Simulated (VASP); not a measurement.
# AlN (F-43m) in VASP: notebook

The runs below take AlN through single point, relaxation of cell and atoms, with revPBE, PBE.

Everything below comes from runs of VASP 6.6.1. Logs are shortened: lines on timing, memory, paths and dates and some standing lists are left out, and cuts for length are marked.

## Step 1: The cell of the first run

Symmetry: F-43m, No. 216, cubic system. Conventional cell: a = 4.423 Å, b = 4.423 Å, c = 4.423 Å, α = 90.00°, β = 90.00°, γ = 90.00°. Al (site symmetry -43m) has 4 N at 1.92 Å within 2.5 Å. N (site symmetry -43m) has 4 Al at 1.92 Å within 2.5 Å.

## Step 2: Single point, revPBE

The input, INCAR:

```
SYSTEM = AlN
PREC = Accurate
ENCUT = 520
EDIFF = 1E-7
ISMEAR = -1
SIGMA = 0.05
LREAL = .False.
LASPH = .True.
NELM = 60
ALGO = Normal
ISIF = 2
LWAVE = .False.
LCHARG = .False.
GGA = RE
NBANDS = 11
```

The input, KPOINTS:

```
Automatic mesh
0
Gamma
  10 10 10
  0 0 0
```

The input, POSCAR:

```
AlN
1.0
    0.0000000000      2.2113877445      2.2113877445
    2.2113877445      0.0000000000      2.2113877445
    2.2113877445      2.2113877445      0.0000000000
Al N
1 1
Direct
    0.0000000000      0.0000000000      0.0000000000
    0.2500000000      0.2500000000      0.2500000000
```

Potentials or basis: VASP PAW PBE potentials, release 64 (Al, N).

Started as:

```console
> cat potpaw_PBE.64/Al/POTCAR potpaw_PBE.64/N/POTCAR > POTCAR
> mpirun -np 1 vasp_std > vasp.out
```

OUTCAR:

```text
SYSTEM = AlN
   PREC = Accurate
   ENCUT = 520
   EDIFF = 1E-7
   ISMEAR = -1
   LREAL = .False.
   LASPH = .True.
   NELM = 60
   ISIF = 2
   GGA = RE

 ion  position               nearest neighbor table
   1  0.000  0.000  0.000-   2 1.92   2 1.92   2 1.92   2 1.92
   2  0.250  0.250  0.250-   1 1.92   1 1.92   1 1.92   1 1.92

  LATTYP: Found a face centered cubic cell.
 ALAT       =     4.4227754890

  Lattice vectors:

 A1 = (   0.0000000000,   2.2113877445,   2.2113877445)
 A2 = (   2.2113877445,   0.0000000000,   2.2113877445)
 A3 = (   2.2113877445,   2.2113877445,   0.0000000000)

Analysis of symmetry for initial positions (statically):
=====================================================================
 Subroutine PRICEL returns:
 Original cell was already a primitive cell.

 Routine SETGRP: Setting up the symmetry group for a
 face centered cubic supercell.

 Subroutine GETGRP returns: Found 24 space group operations
 (whereof 24 operations were pure point group operations)
 out of a pool of 48 trial point group operations.

The static configuration has the point symmetry T_d .

Analysis of symmetry for dynamics (positions and initial velocities):
=====================================================================
 Subroutine PRICEL returns:
 Original cell was already a primitive cell.

 Routine SETGRP: Setting up the symmetry group for a
 face centered cubic supercell.

 Subroutine GETGRP returns: Found 24 space group operations
 (whereof 24 operations were pure point group operations)
 out of a pool of 48 trial point group operations.

The dynamic configuration has the point symmetry T_d .

 Subroutine INISYM returns: Found 24 space group operations
 (whereof 24 operations are pure point group operations),
 and found     1 'primitive' translations

----------------------------------------------------------------------------------------

                                     Primitive cell

  volume of cell :      21.6284

  direct lattice vectors                    reciprocal lattice vectors
     0.000000000  2.211387745  2.211387745    -0.226102365  0.226102365  0.226102365
     2.211387745  0.000000000  2.211387745     0.226102365 -0.226102365  0.226102365
     2.211387745  2.211387745  0.000000000     0.226102365  0.226102365 -0.226102365

  length of vectors
     3.127374540  3.127374540  3.127374540     0.391620785  0.391620785  0.391620785

  position of ions in fractional coordinates (direct lattice)
     0.000000000  0.000000000  0.000000000
     0.250000000  0.250000000  0.250000000

  ion indices of the primitive-cell ions
   primitive index   ion index
                 1           1
                 2           2

----------------------------------------------------------------------------------------

 KPOINTS: Automatic mesh

Automatic generation of k-mesh.
 Grid dimensions read from file:
 generate k-points for:   10   10   10

 Generating k-lattice:

  Cartesian coordinates                     Fractional coordinates (reciprocal lattice)
    -0.022610237  0.022610237  0.022610237     0.100000000  0.000000000  0.000000000
     0.022610237 -0.022610237  0.022610237     0.000000000  0.100000000  0.000000000
     0.022610237  0.022610237 -0.022610237     0.000000000  0.000000000  0.100000000

  Length of vectors
     0.039162078  0.039162078  0.039162078

  Shift w.r.t. Gamma in fractional coordinates (k-lattice)
     0.000000000  0.000000000  0.000000000

 Subroutine IBZKPT returns following result:
 ===========================================

 Found     47 irreducible k-points:

 Following reciprocal coordinates:
            Coordinates               Weight
  0.000000  0.000000  0.000000      1.000000
  0.100000  0.000000  0.000000      8.000000
  0.200000  0.000000  0.000000      8.000000
  0.300000  0.000000  0.000000      8.000000
  0.400000  0.000000  0.000000      8.000000
  0.500000  0.000000  0.000000      4.000000
[... 16 lines left out ...]
  0.300000  0.300000  0.000000      6.000000
  0.400000  0.300000  0.000000     24.000000
 [... further k-points ...]
   k-points           NKPTS =     47   k-points in BZ     NKDIM =     47   number of bands    NBANDS=     11
   number of dos      NEDOS =    301   number of ions     NIONS =      2
   total plane-waves  NPLWV =  13824
   dimension x,y,z NGX =    24 NGY =   24 NGZ =   24
   dimension x,y,z NGXF=    48 NGYF=   48 NGZF=   48
   ions per type =               1   1
   NGX,Y,Z   is equivalent  to a cutoff of  12.76, 12.76, 12.76 a.u.
   NGXF,Y,Z  is equivalent  to a cutoff of  25.52, 25.52, 25.52 a.u.
 SYSTEM =  AlN
   PREC   = accura    normal or accurate (medium, high low for compatibility)
   ISTART =      0    job   : 0-new  1-cont  2-samecut
   ICHARG =      2    charge: 1-file 2-atom 10-const
   ISPIN  =      1    spin polarized calculation?
   LNONCOLLINEAR =      F non collinear calculations
   LSORBIT =      F    spin-orbit coupling
   LASPH  =      T    aspherical Exc in radial PAW
   ENCUT  =  520.0 eV  38.22 Ry    6.18 a.u.   5.81  5.81  5.81*2*pi/ulx,y,z
   NELM   =     60;   NELMIN=  2; NELMDL= -5     # of ELM steps
   EDIFF  = 0.1E-06   stopping-criterion for ELM
   LREAL  =      F    real-space projection
   EDIFFG = 0.1E-05   stopping-criterion for IOM
   NSW    =      0    number of steps for IOM
   IBRION =     -1    ionic relax: 0-MD 1-quasi-New 2-CG
   NFREE  =      0    steps in history (QN), initial steepest desc. (CG)
   ISIF   =      2    stress and relaxation
   ISYM   =      2    0-nonsym 1-usesym 2-fastsym
   POTIM  = 0.5000    time-step for ionic-motion
   TEBEG  =    0.0;   TEEND  =   0.0 temperature during run
   PSTRESS=    0.0 pullay stress
   NELECT =       8.0000    total number of electrons
   NUPDOWN=      -1.0000    fix difference up-down
   EMIN   =  10.00;   EMAX   =-10.00  energy-range for DOS
   EFERMI =   0.00;   METHOD = LEGACY
   ISMEAR =    -1;   SIGMA  =   0.05  broadening in eV -4-tet -1-fermi 0-gaus
   EFERMI_NEDOS =   21; number of points for ismear=-14 and -15
   IALGO  =     38    algorithm
   IMIX   =      4    mixing-type and parameters
     AMIX     =   0.40;   BMIX     =  1.00
     AMIX_MAG =   1.60;   BMIX_MAG =  1.00
  volume/ion in A,a.u.               =      10.81        72.98
  Fermi-wavevector in a.u.,A,eV,Ry     =   1.175159  2.220728 18.789625  1.380998
  Thomas-Fermi vector in A             =   2.311544
   LORBIT       =      0    0 simple, 1 ext, 2 COOP (PROOUT), +10 PAW based schemes
   GGA     = RE    functional components
   LHFCALC =     F    Hartree Fock is set to
   AEXX    =    0.0000 exact exchange contribution
   IVDW    =     0    specifies the selected vdW correction
   LEPSILON=     F    determine dielectric tensor
   LRPA    =     F    only Hartree local field effects (RPA)
 non-spin polarized calculation
  energy-cutoff  :      520.00
  volume of cell :       21.63
 maximum number of plane-waves:       592
   NGX = 11   NGY = 11   NGZ = 11

 number of electron       8.0000002 magnetization

 Free energy of the ion-electron system (eV)
  ---------------------------------------------------
  ext. energy  EPLUGINS =         0.00000000
  ---------------------------------------------------
  free energy    TOTEN  =       -14.24644745 eV

  energy without entropy =      -14.24644745  energy(sigma->0) =      -14.24644745

 E-fermi :   6.8337     XC(G=0): -10.6781

 val. band max:        5.7084233737   @ k =   0.0000   0.0000   0.0000
 cond. band min:       9.0369341711   @ k =   0.5000   0.5000   0.0000
 fundamental gap:      3.3285107974
 Fermi energy:         6.8337391229

 k-point     1 :       0.0000    0.0000    0.0000
  band No.  band energies     occupation
      1      -9.0899      2.00000
      2       5.7084      2.00000
      3       5.7084      2.00000
      4       5.7084      2.00000
      5       9.6049      0.00000
      6      17.9864      0.00000
      7      17.9864      0.00000
      8      17.9864      0.00000
      9      23.1109      0.00000
     10      23.1109      0.00000
     11      24.4778      0.00000

 k-point     2 :       0.1000    0.0000    0.0000
  band No.  band energies     occupation
      1      -8.9510      2.00000
      2       4.8995      2.00000
      3       5.6576      2.00000
      4       5.6576      2.00000
      5      10.2770      0.00000
      6      17.6018      0.00000
      7      18.1163      0.00000
      8      18.1163      0.00000
      9      21.8929      0.00000
     10      21.8929      0.00000
     11      23.7150      0.00000

 k-point     3 :       0.2000    0.0000    0.0000
  band No.  band energies     occupation
      1      -8.5565      2.00000
      2       3.3305      2.00000
      3       5.5311      2.00000
      4       5.5311      2.00000
      5      11.4087      0.00000
      6      16.8120      0.00000
      7      18.0681      0.00000
      8      18.0681      0.00000
      9      21.3584      0.00000
     10      21.3584      0.00000
     11      22.8425      0.00000

 k-point     4 :       0.3000    0.0000    0.0000
  band No.  band energies     occupation
      1      -7.9870      2.00000
      2       1.7417      2.00000
      3       5.3859      2.00000
      4       5.3859      2.00000
      5      12.2603      0.00000
      6      16.0717      0.00000
      7      17.4564      0.00000
      8      17.4564      0.00000
      9      22.3592      0.00000
     10      22.3592      0.00000
     11      22.6236      0.00000
[... 239 lines left out ...]
 k-point    22 :      -0.2000    0.2000    0.0000
  band No.  band energies     occupation
      1      -7.7998      2.00000
      2       2.0284      2.00000
      3       4.0697      2.00000
      4       5.4558      2.00000
      5      13.0237      0.00000
      6      15.4466      0.00000
      7      16.8484      0.00000
      8      17.9927      0.00000
      9      20.4214      0.00000
     10      23.7782      0.00000
     11      26.6628      0.00000

 k-point    23 :       0.3000    0.3000    0.0000
  band No.  band energies     occupation
      1      -7.6323      2.00000
      2       2.2531      2.00000
      3       4.5040      2.00000
      4       4.5040      2.00000
      5      10.9500      0.00000
      6      15.2283      0.00000
      7      17.2717      0.00000
      8      19.8749      0.00000
      9      19.8749      0.00000
     10      25.7408      0.00000
     11      28.8855      0.00000

 k-point    24 :       0.4000    0.3000    0.0000
  band No.  band energies     occupation
      1      -7.2012      2.00000
      2       1.6511      2.00000
      3       4.0568      2.00000
      4       4.3443      2.00000
      5      10.5723      0.00000
      6      15.0709      0.00000
      7      17.6043      0.00000
      8      19.9712      0.00000
      9      20.4582      0.00000
     10      26.6288      0.00000
     11      28.6752      0.00000

 [... further k-points ...]

------------------------ aborting loop because EDIFF is reached ----------------------------------------

  FORCE on cell =-STRESS in cart. coord.  units (eV):
  Direction    XX          YY          ZZ          XY          YZ          ZX
  --------------------------------------------------------------------------------------
  -------------------------------------------------------------------------------------
  Total       -0.0614580     -0.0614580     -0.0614580      0.0000000      0.0000000      0.0000000
  in kB       -4.5526525     -4.5526525     -4.5526525      0.0000000      0.0000000      0.0000000
  external PRESSURE =      -4.5526525 kB  Pullay stress =       0.0000000 kB

 VOLUME and BASIS-vectors are now :
 -----------------------------------------------------------------------------
  energy-cutoff  :      520.00
  volume of cell :       21.63
      direct lattice vectors                 reciprocal lattice vectors
     0.000000000  2.211387745  2.211387745    -0.226102365  0.226102365  0.226102365
     2.211387745  0.000000000  2.211387745     0.226102365 -0.226102365  0.226102365
     2.211387745  2.211387745  0.000000000     0.226102365  0.226102365 -0.226102365

 POSITION                                       TOTAL-FORCE (eV/Angst)
 -----------------------------------------------------------------------------------
      0.00000      0.00000      0.00000         0.000000      0.000000      0.000000
      1.10569      1.10569      1.10569        -0.000000     -0.000000     -0.000000
 -----------------------------------------------------------------------------------
    total drift:                                0.000000      0.000000      0.000000

  FREE ENERGIE OF THE ION-ELECTRON SYSTEM (eV)
  ---------------------------------------------------
  free  energy   TOTEN  =       -14.2464474517 eV

  energy  without entropy=      -14.2464474517  energy(sigma->0) =      -14.24644745
```

Run time: 8.9 s. Hardware: 1 thread of AMD EPYC 7R43 (Zen 3), shared host; peak memory 0.1 GiB.

Results:

```
Free energy            : -14.2464 eV
Pressure               : -0.5 GPa
Band gap on the k mesh : 3.33 eV, indirect (least direct gap 3.90 eV)
```

Caveat: the PAW data sets were made with another functional, which shifts forces and pressure a little.

## Step 3: Relaxation of cell and atoms, revPBE

This run uses another cell than the first one, of 10.42 Å³/atom, 0.963 times its volume.

The input, INCAR:

```
SYSTEM = AlN
  ALGO = Normal
  EDIFF = 1E-6
  EDIFFG = -0.01
  ENCUT = 600
  GGA = RE
  IBRION = 2
  ISIF = 3
  ISMEAR = -1
  LASPH = .TRUE.
  LCHARG = .FALSE.
  LREAL = .FALSE.
  LWAVE = .FALSE.
  NELM = 80
  NSW = 80
  PREC = Accurate
  SIGMA = 0.05
```

The input, KPOINTS:

```
k-points
0
G
  10 10 10
  0 0 0
```

The input, POSCAR:

```
AlN
1.0
    0.0000000000      2.1839935596      2.1839935596
    2.1839935596      0.0000000000      2.1839935596
    2.1839935596      2.1839935596      0.0000000000
Al N
1 1
Direct
    0.0000000000      0.0000000000      0.0000000000
    0.2500000000      0.2500000000      0.2500000000
```

Potentials or basis: VASP PAW PBE potentials, release 64 (Al, N).

Started as:

```console
> cat potpaw_PBE.64/Al/POTCAR potpaw_PBE.64/N/POTCAR > POTCAR
> mpirun -np 1 vasp_std > vasp.out
```

Wall time 21 s (1 thread of AMD EPYC 7R43 (Zen 3), shared host); peak memory 0.12 GiB.

Results (log left out):

| Item | Value |
| --- | --- |
| Free energy | -14.2467 eV |
| Relaxed volume | 10.79 Å³/atom |
| Relaxed cell | a = 3.125 Å, b = 3.125 Å, c = 3.125 Å, α = 60.00°, β = 60.00°, γ = 60.00° |
| Space group after relaxing (to 0.05 Å) | F-43m (No. 216) |
| Energy gained by relaxing | 7.8 meV/atom |
| Ionic steps | 3 |
| Pressure after relaxing | 0.0 GPa |
| Band gap on the k mesh | 3.33 eV, indirect (least direct gap 3.92 eV) |

Step by step:
```csv
step,energy change (eV),largest force (eV/Å),pressure (GPa),volume (Å³)
1,0.0000,0.0000,6.99,20.83
2,-0.0042,0.0000,-5.39,22.23
3,-0.0156,0.0000,-0.01,21.57
```

Final structure:
```cif
data_structure
_symmetry_space_group_name_H-M 'P 1'
_symmetry_Int_Tables_number 1
_cell_length_a 3.1248
_cell_length_b 3.1248
_cell_length_c 3.1248
_cell_angle_alpha 60.000
_cell_angle_beta 60.000
_cell_angle_gamma 60.000
_cell_volume 21.57
loop_
_atom_site_label
_atom_site_type_symbol
_atom_site_fract_x
_atom_site_fract_y
_atom_site_fract_z
_atom_site_occupancy
Al1 Al 0.00000 0.00000 0.00000 1
N1 N 0.25000 0.25000 0.25000 1
```

Levels at points of the mesh, in eV from the valence-band top:
```tsv
k point	band 1	band 2	band 3	band 4	band 5	band 6	band 7	band 8
(0.00, 0.00, 0.00)	-14.81	0.00	0.00	0.00	3.92	12.30	12.30	12.30
(0.50, 0.00, 0.00)	-12.89	-5.68	-0.47	-0.47	7.14	9.67	10.98	10.98
(0.50, 0.50, 0.00)	-12.29	-4.77	-1.73	-1.73	3.33	8.49	13.60	15.40
```

Caveat: the PAW data sets were made with another functional, which shifts forces and pressure a little. revPBE gaps usually lie below the measured ones, often by a third to a half.

## Step 4: Single point, PBE

This run uses another cell than the first one, of 10.42 Å³/atom, 0.963 times its volume.

The input, INCAR:

```
PREC = Accurate
ENCUT = 520
EDIFF = 1E-7
ISMEAR = -1
SIGMA = 0.05
LREAL = False
LASPH = True
NELM = 80
ALGO = Normal
ISIF = 2
LWAVE = False
LCHARG = False
GGA = PE
NBANDS = 11
```

The input, KPOINTS:

```
Automatic mesh
0
Gamma
  6 6 6
```

POSCAR is that of step 3.

Started as:

```console
> cat potpaw_PBE.64/Al/POTCAR potpaw_PBE.64/N/POTCAR > POTCAR
> mpirun -np 1 vasp_std > vasp.out
```

It took 2.4 s on 1 thread of AMD EPYC 9R45 (Zen 5), shared host; peak memory 0.1 GiB.

It converged, with:

- Free energy: -14.8386 eV
- Pressure: 4.6 GPa
- Band gap on the k mesh: 3.32 eV, indirect (least direct gap 4.20 eV)

Levels at points of the mesh, in eV from the valence-band top:
```csv
k point,band 1,band 2,band 3,band 4,band 5,band 6,band 7,band 8
"(0.00, 0.00, 0.00)",-14.98,0.00,0.00,0.00,4.20,12.56,12.56,12.56
"(0.50, 0.00, 0.00)",-12.93,-5.85,-0.48,-0.48,7.38,9.86,11.14,11.14
"(0.50, 0.50, 0.00)",-12.30,-4.90,-1.77,-1.77,3.32,8.61,13.96,15.73
```

## Step 5: Summary

```csv
task,level,cell,k mesh,cutoff (eV),gap on the mesh (eV),pressure (GPa)
single point,revPBE,"a = 3.127 Å, angles 60.0°, 2 atoms",10 × 10 × 10,520,3.33,-0.5
relaxation of cell and atoms,revPBE,"relaxed from a = 3.089 Å, angles 60.0°, 2 atoms",10 × 10 × 10,600,3.33,0.0
single point,PBE,"a = 3.089 Å, angles 60.0°, 2 atoms",6 × 6 × 6,520,3.32,4.6
```

Alike in all rows: potentials or basis VASP PAW PBE potentials, release 64 (Al, N); no spin polarisation; smearing fermi-dirac 0.05 eV.

Caveats: the PAW data sets were made with another functional, which shifts forces and pressure a little (some runs).

Absolute energies hang on the potentials; compare differences alone.
